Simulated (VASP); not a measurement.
# Zn (Fm-3m) in VASP: a series of runs

Runs on Zn. Level: PBE. Tasks: single point.

Program: VASP 6.6.1. These are calculated values, not measurements. Logs are shortened: lines on timing, memory, paths and dates and some standing lists are left out, and cuts for length are marked.

**1. The cell of the first run**

It takes space group Fm-3m (No. 225, cubic). Conventional cell: a = 3.928 Å, b = 3.928 Å, c = 3.928 Å, α = 90.00°, β = 90.00°, γ = 90.00°. Zn (site symmetry m-3m) has 12 Zn at 2.78 Å within 3.7 Å.

**2. Single point, PBE**

Contents of INCAR:

```
ALGO     = Normal         # electronic algorithm
EDIFF    = 1E-7           # SCF threshold, eV
ENCUT    = 520            # plane-wave cutoff, eV
GGA      = PE             # functional
ISIF     = 2              # what is computed and relaxed
ISMEAR   = -1             # smearing method
LASPH    = True           # aspherical terms in the spheres
LCHARG   = False          # write CHGCAR
LREAL    = False          # projectors in reciprocal space
LWAVE    = False          # write WAVECAR
NBANDS   = 12             # bands
NELM     = 80             # most SCF steps
PREC     = Accurate       # precision mode
SIGMA    = 0.06122561905347299 # smearing width, eV
```

Contents of KPOINTS:

```
k-points
0
Gamma
  24 24 24
```

Contents of POSCAR:

```
Zn
1.0
    0.0000000000      1.9640518452      1.9640518452
    1.9640518452      0.0000000000      1.9640518452
    1.9640518452      1.9640518452      0.0000000000
Zn
1
Direct
    0.0000000000      0.0000000000      0.0000000000
```

Potentials or basis: VASP PAW PBE potentials, release 64 (Zn).

Run with:

```sh
cat potpaw_PBE.64/Zn/POTCAR > POTCAR
mpirun -np 1 vasp_std > vasp.out
```

OUTCAR:

```text
EDIFF = 1E-7
   ENCUT = 520
   GGA = PE
   ISIF = 2
   ISMEAR = -1
   LASPH = True
   LREAL = False
   NELM = 80
   PREC = Accurate

 ion  position               nearest neighbor table
   1  0.000  0.000  0.000-

  LATTYP: Found a face centered cubic cell.
 ALAT       =     3.9281036904

  Lattice vectors:

 A1 = (   0.0000000000,   1.9640518452,   1.9640518452)
 A2 = (   1.9640518452,   0.0000000000,   1.9640518452)
 A3 = (   1.9640518452,   1.9640518452,   0.0000000000)

Analysis of symmetry for initial positions (statically):
=====================================================================
 Subroutine PRICEL returns:
 Original cell was already a primitive cell.

 Routine SETGRP: Setting up the symmetry group for a
 face centered cubic supercell.

 Subroutine GETGRP returns: Found 48 space group operations
 (whereof 48 operations were pure point group operations)
 out of a pool of 48 trial point group operations.

The static configuration has the point symmetry O_h .

Analysis of symmetry for dynamics (positions and initial velocities):
=====================================================================
 Subroutine PRICEL returns:
 Original cell was already a primitive cell.

 Routine SETGRP: Setting up the symmetry group for a
 face centered cubic supercell.

 Subroutine GETGRP returns: Found 48 space group operations
 (whereof 48 operations were pure point group operations)
 out of a pool of 48 trial point group operations.

The dynamic configuration has the point symmetry O_h .

 Subroutine INISYM returns: Found 48 space group operations
 (whereof 48 operations are pure point group operations),
 and found     1 'primitive' translations

----------------------------------------------------------------------------------------

                                     Primitive cell

  volume of cell :      15.1527

  direct lattice vectors                    reciprocal lattice vectors
     0.000000000  1.964051845  1.964051845    -0.254575764  0.254575764  0.254575764
     1.964051845  0.000000000  1.964051845     0.254575764 -0.254575764  0.254575764
     1.964051845  1.964051845  0.000000000     0.254575764  0.254575764 -0.254575764

  length of vectors
     2.777588757  2.777588757  2.777588757     0.440938158  0.440938158  0.440938158

  position of ions in fractional coordinates (direct lattice)
     0.000000000  0.000000000  0.000000000

  ion indices of the primitive-cell ions
   primitive index   ion index
                 1           1

----------------------------------------------------------------------------------------

 KPOINTS: k-points

Automatic generation of k-mesh.
 Grid dimensions read from file:
 generate k-points for:   24   24   24

 Generating k-lattice:

  Cartesian coordinates                     Fractional coordinates (reciprocal lattice)
    -0.010607324  0.010607324  0.010607324     0.041666667  0.000000000  0.000000000
     0.010607324 -0.010607324  0.010607324     0.000000000  0.041666667  0.000000000
     0.010607324  0.010607324 -0.010607324     0.000000000  0.000000000  0.041666667

  Length of vectors
     0.018372423  0.018372423  0.018372423

  Shift w.r.t. Gamma in fractional coordinates (k-lattice)
     0.000000000  0.000000000  0.000000000

 Subroutine IBZKPT returns following result:
 ===========================================

 Found    413 irreducible k-points:

 Following reciprocal coordinates:
            Coordinates               Weight
  0.000000  0.000000  0.000000      1.000000
  0.041667  0.000000  0.000000      8.000000
  0.083333  0.000000  0.000000      8.000000
  0.125000  0.000000  0.000000      8.000000
  0.166667  0.000000  0.000000      8.000000
  0.208333  0.000000  0.000000      8.000000
[... 16 lines left out ...]
  0.416667  0.041667  0.000000     24.000000
  0.458333  0.041667  0.000000     24.000000
 [... further k-points ...]
   k-points           NKPTS =    413   k-points in BZ     NKDIM =    413   number of bands    NBANDS=     12
   number of dos      NEDOS =    301   number of ions     NIONS =      1
   total plane-waves  NPLWV =  13824
   dimension x,y,z NGX =    24 NGY =   24 NGZ =   24
   dimension x,y,z NGXF=    48 NGYF=   48 NGZF=   48
   ions per type =               1
   NGX,Y,Z   is equivalent  to a cutoff of  14.36, 14.36, 14.36 a.u.
   NGXF,Y,Z  is equivalent  to a cutoff of  28.73, 28.73, 28.73 a.u.
 SYSTEM =  unknown system
   PREC   = accura    normal or accurate (medium, high low for compatibility)
   ISTART =      0    job   : 0-new  1-cont  2-samecut
   ICHARG =      2    charge: 1-file 2-atom 10-const
   ISPIN  =      1    spin polarized calculation?
   LNONCOLLINEAR =      F non collinear calculations
   LSORBIT =      F    spin-orbit coupling
   LASPH  =      T    aspherical Exc in radial PAW
   ENCUT  =  520.0 eV  38.22 Ry    6.18 a.u.   5.16  5.16  5.16*2*pi/ulx,y,z
   NELM   =     80;   NELMIN=  2; NELMDL= -5     # of ELM steps
   EDIFF  = 0.1E-06   stopping-criterion for ELM
   LREAL  =      F    real-space projection
   EDIFFG = 0.1E-05   stopping-criterion for IOM
   NSW    =      0    number of steps for IOM
   IBRION =     -1    ionic relax: 0-MD 1-quasi-New 2-CG
   NFREE  =      0    steps in history (QN), initial steepest desc. (CG)
   ISIF   =      2    stress and relaxation
   ISYM   =      2    0-nonsym 1-usesym 2-fastsym
   POTIM  = 0.5000    time-step for ionic-motion
   TEBEG  =    0.0;   TEEND  =   0.0 temperature during run
   PSTRESS=    0.0 pullay stress
   NELECT =      12.0000    total number of electrons
   NUPDOWN=      -1.0000    fix difference up-down
   EMIN   =  10.00;   EMAX   =-10.00  energy-range for DOS
   EFERMI =   0.00;   METHOD = LEGACY
   ISMEAR =    -1;   SIGMA  =   0.06  broadening in eV -4-tet -1-fermi 0-gaus
   EFERMI_NEDOS =   21; number of points for ismear=-14 and -15
   IALGO  =     38    algorithm
   IMIX   =      4    mixing-type and parameters
     AMIX     =   0.40;   BMIX     =  1.00
     AMIX_MAG =   1.60;   BMIX_MAG =  1.00
  volume/ion in A,a.u.               =      15.15       102.26
  Fermi-wavevector in a.u.,A,eV,Ry     =   1.514627  2.862230 31.213048  2.294094
  Thomas-Fermi vector in A             =   2.624259
   LORBIT       =      0    0 simple, 1 ext, 2 COOP (PROOUT), +10 PAW based schemes
   GGA     = PE    functional components
   LHFCALC =     F    Hartree Fock is set to
   AEXX    =    0.0000 exact exchange contribution
   IVDW    =     0    specifies the selected vdW correction
   LEPSILON=     F    determine dielectric tensor
   LRPA    =     F    only Hartree local field effects (RPA)
 non-spin polarized calculation
  energy-cutoff  :      520.00
  volume of cell :       15.15
 maximum number of plane-waves:       419
 NGX is ok and might be reduce to    24
   NGX = 11   NGY = 11   NGZ = 11

 number of electron      12.0000008 magnetization

 Free energy of the ion-electron system (eV)
  ---------------------------------------------------
  ext. energy  EPLUGINS =         0.00000000
  ---------------------------------------------------
  free energy    TOTEN  =        -1.08760464 eV

  energy without entropy =       -1.08401723  energy(sigma->0) =       -1.08581094

 E-fermi :   3.0624     XC(G=0): -11.5826

 val. band max:        3.0586909545   @ k =  -0.3750   0.4583   0.1250
 cond. band min:       3.0654444128   @ k =  -0.4167   0.3750   0.0000
 fundamental gap:      0.0067534583
 Fermi energy:         3.0624274977

 k-point     1 :       0.0000    0.0000    0.0000
  band No.  band energies     occupation
      1      -7.2715      2.00000
      2      -4.5309      2.00000
      3      -4.5309      2.00000
      4      -4.5309      2.00000
      5      -4.1505      2.00000
      6      -4.1505      2.00000
      7      21.3774      0.00000
      8      21.3774      0.00000
      9      21.3774      0.00000
     10      21.9922      0.00000
     11      24.1528      0.00000
     12      24.1528      0.00000

 k-point     2 :       0.0417    0.0000    0.0000
  band No.  band energies     occupation
      1      -7.2189      2.00000
      2      -4.5354      2.00000
      3      -4.5247      2.00000
      4      -4.5247      2.00000
      5      -4.1523      2.00000
      6      -4.1523      2.00000
      7      20.2700      0.00000
      8      21.1892      0.00000
      9      21.1892      0.00000
     10      21.8308      0.00000
     11      24.4300      0.00000
     12      24.4300      0.00000

 k-point     3 :       0.0833    0.0000    0.0000
  band No.  band energies     occupation
      1      -7.0623      2.00000
      2      -4.5472      2.00000
      3      -4.5076      2.00000
      4      -4.5076      2.00000
      5      -4.1567      2.00000
      6      -4.1567      2.00000
      7      18.2938      0.00000
      8      20.7688      0.00000
      9      20.7688      0.00000
     10      21.7525      0.00000
     11      25.1161      0.00000
     12      25.1161      0.00000

 k-point     4 :       0.1250    0.0000    0.0000
  band No.  band energies     occupation
      1      -6.8062      2.00000
      2      -4.5607      2.00000
      3      -4.4840      2.00000
      4      -4.4840      2.00000
      5      -4.1599      2.00000
      6      -4.1599      2.00000
      7      16.2455      0.00000
      8      20.2950      0.00000
      9      20.2950      0.00000
     10      21.6595      0.00000
     11      26.0228      0.00000
     12      26.0228      0.00000

 k-point     5 :       0.1667    0.0000    0.0000
  band No.  band energies     occupation
      1      -6.4613      2.00000
      2      -4.5628      2.00000
      3      -4.4615      2.00000
      4      -4.4615      2.00000
      5      -4.1553      2.00000
      6      -4.1553      2.00000
      7      14.2327      0.00000
      8      19.8459      0.00000
      9      19.8459      0.00000
     10      21.5404      0.00000
     11      26.7413      0.00000
     12      26.8103      0.00000
[... 228 lines left out ...]
      1      -5.2887      2.00000
      2      -4.4846      2.00000
      3      -4.4658      2.00000
      4      -4.1080      2.00000
      5      -3.9806      2.00000
      6      -3.4727      2.00000
      7       7.5212      0.00000
      8      17.7678      0.00000
      9      18.9539      0.00000
     10      20.6917      0.00000
     11      23.3733      0.00000
     12      24.6111      0.00000

 k-point    22 :       0.3750    0.0417    0.0000
  band No.  band energies     occupation
      1      -5.2456      2.00000
      2      -4.5059      2.00000
      3      -4.4857      2.00000
      4      -4.0253      2.00000
      5      -3.9332      2.00000
      6      -2.7039      2.00000
      7       5.8855      0.00000
      8      17.6916      0.00000
      9      18.7032      0.00000
     10      20.2482      0.00000
     11      23.1948      0.00000
     12      23.9059      0.00000

 k-point    23 :       0.4167    0.0417    0.0000
  band No.  band energies     occupation
      1      -5.2403      2.00000
      2      -4.5244      2.00000
      3      -4.5039      2.00000
      4      -3.9652      2.00000
      5      -3.8955      2.00000
      6      -1.7800      2.00000
      7       4.3535      0.00000
      8      17.7051      0.00000
      9      18.4172      0.00000
     10      19.9645      0.00000
     11      23.0840      0.00000
     12      23.3159      0.00000

 k-point    24 :       0.4583    0.0417    0.0000
  band No.  band energies     occupation
      1      -5.2450      2.00000
      2      -4.5371      2.00000
      3      -4.5176      2.00000
      4      -3.9222      2.00000
      5      -3.8720      2.00000
      6      -0.7642      2.00000
      7       2.9528      1.71402
      8      17.8055      0.00000
      9      18.1034      0.00000
     10      19.8568      0.00000
     11      22.8467      0.00000
     12      23.0363      0.00000

 [... further k-points ...]

------------------------ aborting loop because EDIFF is reached ----------------------------------------

  FORCE on cell =-STRESS in cart. coord.  units (eV):
  Direction    XX          YY          ZZ          XY          YZ          ZX
  --------------------------------------------------------------------------------------
  -------------------------------------------------------------------------------------
  Total        0.0342813      0.0342813      0.0342813      0.0000000     -0.0000000     -0.0000000
  in kB        3.6247548      3.6247548      3.6247548      0.0000000     -0.0000000     -0.0000000
  external PRESSURE =       3.6247548 kB  Pullay stress =       0.0000000 kB

 VOLUME and BASIS-vectors are now :
 -----------------------------------------------------------------------------
  energy-cutoff  :      520.00
  volume of cell :       15.15
      direct lattice vectors                 reciprocal lattice vectors
     0.000000000  1.964051845  1.964051845    -0.254575764  0.254575764  0.254575764
     1.964051845  0.000000000  1.964051845     0.254575764 -0.254575764  0.254575764
     1.964051845  1.964051845  0.000000000     0.254575764  0.254575764 -0.254575764

 POSITION                                       TOTAL-FORCE (eV/Angst)
 -----------------------------------------------------------------------------------
      0.00000      0.00000      0.00000         0.000000      0.000000     -0.000000
 -----------------------------------------------------------------------------------
    total drift:                               -0.000000      0.000000     -0.000000

  FREE ENERGIE OF THE ION-ELECTRON SYSTEM (eV)
  ---------------------------------------------------
  free  energy   TOTEN  =        -1.0876046430 eV

  energy  without entropy=       -1.0840172320  energy(sigma->0) =       -1.08581094
```

Wall time 73 s (1 thread of Intel Xeon 8259CL, shared host); peak memory 0.2 GiB.

Results:

| Item | Value |
| --- | --- |
| Free energy | -1.0876 eV |
| Pressure | 0.4 GPa |
| Band gap on the k mesh | zero (band 6 reaches 5.34 eV, above the bottom of band 7 at 1.71 eV) |

**3. Single point, PBE**

Contents of INCAR:

```
SYSTEM = Zn
PREC = Accurate ; ENCUT = 520
EDIFF = 1E-6 ; ISMEAR = -1
SIGMA = 0.06122561905347299 ; LREAL = .False.
LASPH = .True. ; NELM = 100
ALGO = Normal ; ISIF = 2
LWAVE = .False. ; LCHARG = .False.
GGA = PE ; NBANDS = 12
```

Contents of KPOINTS:

```
Automatic mesh
0
Gamma
  24 24 24
  0 0 0
```

POSCAR is that of step 2.

Potentials or basis: VASP PAW PBE potentials, release 64 (Zn).

Run with:

```sh
cat potpaw_PBE.64/Zn/POTCAR > POTCAR
mpirun -np 1 vasp_std > vasp.out
```

Wall time 74 s (1 thread of Intel Xeon 8259CL, shared host); peak memory 0.2 GiB.

The run converged. Its results:

```yaml
Free_energy: -1.0876 eV
Pressure: 0.4 GPa
Band_gap_on_the_k_mesh: zero (band 6 reaches 5.34 eV, above the bottom of band 7 at 1.71 eV)
```

Levels at points of the mesh, in eV from the Fermi level:
| k point | band 4 | band 5 | band 6 | band 7 | band 8 | band 9 |
| --- | --- | --- | --- | --- | --- | --- |
| (0.00, 0.00, 0.00) | -7.59 | -7.21 | -7.21 | 18.31 | 18.31 | 18.31 |
| (0.50, 0.00, 0.00) | -6.93 | -6.93 | -2.87 | -1.35 | 15.29 | 15.29 |
| (0.50, 0.50, 0.00) | -6.86 | -6.86 | -0.97 | 1.76 | 8.47 | 8.47 |

**4. Single point, PBE**

This run uses another cell than the first one, of 15.46 Å³/atom, 1.020 times its volume.

Contents of INCAR:

```
PREC = Accurate ; ENCUT = 520
EDIFF = 1E-7 ; ISMEAR = -1
SIGMA = 0.06122561905347299 ; LREAL = F
LASPH = T ; NELM = 60
ALGO = Normal ; ISIF = 2
LWAVE = F ; LCHARG = T
GGA = PE ; LELF = T
LVHAR = T ; NBANDS = 12
```

Contents of KPOINTS:

```
Automatic mesh
0
Gamma
  24 24 24
```

Contents of POSCAR:

```
Zn
1.0
    0.0000000000      1.9770591902      1.9770591902
    1.9770591902      0.0000000000      1.9770591902
    1.9770591902      1.9770591902      0.0000000000
Zn
1
Direct
    0.0000000000      0.0000000000      0.0000000000
```

Potentials or basis: VASP PAW PBE potentials, release 64 (Zn).

Run with:

```sh
cat potpaw_PBE.64/Zn/POTCAR > POTCAR
mpirun -np 1 vasp_std > vasp.out
```

OUTCAR:

```text
PREC = Accurate
   ENCUT = 520
   EDIFF = 1E-7
   ISMEAR = -1
   LREAL = F
   LASPH = T
   NELM = 60
   ISIF = 2
   GGA = PE

 ion  position               nearest neighbor table
   1  0.000  0.000  0.000-

  LATTYP: Found a face centered cubic cell.
 ALAT       =     3.9541183804

  Lattice vectors:

 A1 = (   0.0000000000,   1.9770591902,   1.9770591902)
 A2 = (   1.9770591902,   0.0000000000,   1.9770591902)
 A3 = (   1.9770591902,   1.9770591902,   0.0000000000)

[... 537 lines left out ...]
     12      22.6892      0.00000

 [... further k-points ...]

------------------------ aborting loop because EDIFF is reached ----------------------------------------

  FORCE on cell =-STRESS in cart. coord.  units (eV):
  Direction    XX          YY          ZZ          XY          YZ          ZX
  --------------------------------------------------------------------------------------
  -------------------------------------------------------------------------------------
  Total       -0.0934063     -0.0934063     -0.0934063      0.0000000     -0.0000000      0.0000000
  in kB       -9.6827239     -9.6827239     -9.6827239      0.0000000     -0.0000000      0.0000000
  external PRESSURE =      -9.6827239 kB  Pullay stress =       0.0000000 kB

 VOLUME and BASIS-vectors are now :
 -----------------------------------------------------------------------------
  energy-cutoff  :      520.00
  volume of cell :       15.46
      direct lattice vectors                 reciprocal lattice vectors
     0.000000000  1.977059190  1.977059190    -0.252900875  0.252900875  0.252900875
     1.977059190  0.000000000  1.977059190     0.252900875 -0.252900875  0.252900875
     1.977059190  1.977059190  0.000000000     0.252900875  0.252900875 -0.252900875

 POSITION                                       TOTAL-FORCE (eV/Angst)
 -----------------------------------------------------------------------------------
      0.00000      0.00000      0.00000         0.000000      0.000000      0.000000
 -----------------------------------------------------------------------------------
    total drift:                                0.000000      0.000000     -0.000000

  FREE ENERGIE OF THE ION-ELECTRON SYSTEM (eV)
  ---------------------------------------------------
  free  energy   TOTEN  =        -1.0869992638 eV

  energy  without entropy=       -1.0834362902  energy(sigma->0) =       -1.08521778
```

stdout:

```text
POSCAR found type information on POSCAR Zn
 POSCAR found :  1 types and       1 ions
 scaLAPACK will be used
 LDA part: xc-table for (Slater+PW92), standard interpolation
 POSCAR, INCAR and KPOINTS ok, starting setup
 FFT: planning ... GRIDC
 FFT: planning ... GRID_SOFT
 FFT: planning ... GRID
 WAVECAR not read
 entering main loop
```

It took 1.8 min on 1 thread of Intel Xeon 8259CL, shared host; peak memory 0.2 GiB.

What came out:

* Free energy: -1.0870 eV
* Pressure: -1.0 GPa
* Band gap on the k mesh: zero (band 6 reaches 5.19 eV, above the bottom of band 7 at 1.54 eV)
